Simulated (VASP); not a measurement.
AlB2As3: relaxation of cell and atoms with PBE

AlB2As3:

```xyz
12
Lattice="3.6287 0.0373 0.0150 -0.0746 -7.0774 -0.1484 -1.8288 1.5872 -7.8917" Properties=species:S:1:pos:R:3 pbc="T T T"
Al    1.6336   -5.5319   -7.9582
Al   -0.0530   -3.6324   -0.1179
B    -0.0799   -3.4693   -5.0097
B    -0.1390    0.0159   -5.1124
B     1.8888   -5.5171   -2.9944
B     1.7591   -1.8810   -2.7803
As    1.7212   -3.6338   -3.9826
As    1.8248    0.0668   -4.1277
As   -0.1185   -5.3403   -1.9107
As    0.0674   -1.7838   -1.4889
As   -0.0791   -5.4115   -6.4999
As    0.0563   -1.9257   -6.2864
```

```json
{
  "Program": "VASP 6.6.1",
  "Task": "relaxation of cell and atoms",
  "Functional": "PBE",
  "Potentials or basis": "VASP PAW PBE potentials, release 64 (Al, B, As)",
  "Cutoff": "600 eV",
  "k mesh": "4 × 2 × 4",
  "Occupations": "gaussian, width 0.1 eV",
  "Spin": "no spin polarisation",
  "Dipole correction": "no",
  "Further INCAR settings": "ALGO = Normal; EDIFF = 1e-06; IBRION = 2; EDIFFG = -0.025; NSW = 80; ISIF = 3"
}
```

| Item | Value |
| --- | --- |
| Relaxed volume | 16.95 Å³/atom |
| Relaxed cell | a = 3.601 Å, b = 7.203 Å, c = 8.244 Å, α = 102.63°, β = 102.63°, γ = 89.99° |
| Space group after relaxing (to 0.1 Å) | I-4m2 (No. 119) |
| Energy gained by relaxing | 174.7 meV/atom |
| Ionic steps | 20 |
| Pressure after relaxing | 0.0 GPa |
| Largest force after relaxing | 0.021 eV/Å |
| Band gap on the k mesh | 0.60 eV (least direct gap 0.65 eV) |

Forces in eV/Å, atoms in the order of the input:
```
Al   0.011  0.000 -0.009
Al  -0.010 -0.003 -0.010
B   -0.003  0.014 -0.002
B    0.005  0.000  0.008
B    0.005 -0.008  0.002
B    0.005 -0.002  0.013
As   0.001 -0.007 -0.019
As  -0.017 -0.008  0.004
As  -0.006  0.009 -0.007
As   0.007  0.007  0.003
As   0.005 -0.003  0.013
As  -0.003  0.002  0.005
```

Step by step:
```
step  energy change (eV)  largest force (eV/Å)  pressure (GPa)  volume (Å³)
   1              0.0000                4.0388            2.77       203.32
   2             -1.5796                1.2180           -3.70       211.99
   3             -1.5823                1.2105           -3.53       211.59
   4             -1.9289                0.7105            0.78       201.57
   5             -1.9290                0.7063            0.69       201.75
   6             -2.0129                0.3525            0.14       202.83
   7             -2.0181                0.4273            0.00       203.18
   8             -2.0469                0.2951           -0.12       203.48
   9             -2.0578                0.3497           -0.23       203.81
  10             -2.0774                0.1792           -0.04       203.41
  11             -2.0816                0.1583            0.10       203.14
  12             -2.0880                0.0936            0.00       203.31
  13             -2.0893                0.1089           -0.06       203.43
  14             -2.0920                0.0702            0.01       203.29
  15             -2.0932                0.0762            0.10       203.12
  16             -2.0949                0.0490           -0.06       203.45
  17             -2.0951                0.0660           -0.15       203.61
  18             -2.0961                0.0385            0.04       203.23
  19             -2.0961                0.0384            0.04       203.24
  20             -2.0964                0.0205           -0.01       203.35
```

Final structure:
```
Al B As
1.0
     3.60110    0.00018    0.00037
     0.00126   -7.20258    0.00254
    -1.80176    1.79921   -7.84098
Al B As
2 4 6
Direct
  0.99793 0.00031 0.00001
  0.00186 0.50001 0.99987
  0.32417 0.66233 0.64843
  0.32491 0.16209 0.64875
  0.67622 0.83757 0.35126
  0.67493 0.33763 0.35170
  0.74975 0.62481 0.49980
  0.75081 0.12466 0.50015
  0.10244 0.80108 0.20339
  0.10080 0.30119 0.20382
  0.39632 0.94914 0.79652
  0.39986 0.44918 0.79629
```

Levels at points of the mesh, in eV from the valence-band top:
```csv
k point,band 22,band 23,band 24,band 25,band 26,band 27
"(0.00, 0.00, 0.00)",-0.48,0.00,0.00,0.65,0.82,1.18
"(0.50, 0.00, 0.00)",-2.51,-1.88,-0.56,0.80,1.18,1.20
"(0.00, 0.50, 0.00)",-1.79,-0.30,-0.29,1.49,1.49,1.88
"(0.50, 0.50, 0.00)",-2.90,-2.54,-2.54,1.37,1.38,2.30
"(0.00, 0.00, 0.50)",-0.61,-0.61,-0.57,0.60,0.94,1.18
"(0.50, 0.00, 0.50)",-2.51,-1.89,-0.56,0.80,1.18,1.20
"(0.00, 0.50, 0.50)",-1.19,-0.47,-0.47,1.22,1.22,1.55
"(0.50, 0.50, 0.50)",-2.90,-2.54,-2.54,1.38,1.38,2.30
```

Run time: 16 min on 1 thread of Oxide Virtual Turin-like Processor (shared host), peak memory 0.41 GiB.

Caveat: the k points lie up to 0.45 Å⁻¹ apart in the final cell; semilocal functionals underestimate gaps, and a narrow one can read as zero. A k mesh can miss the band edges.
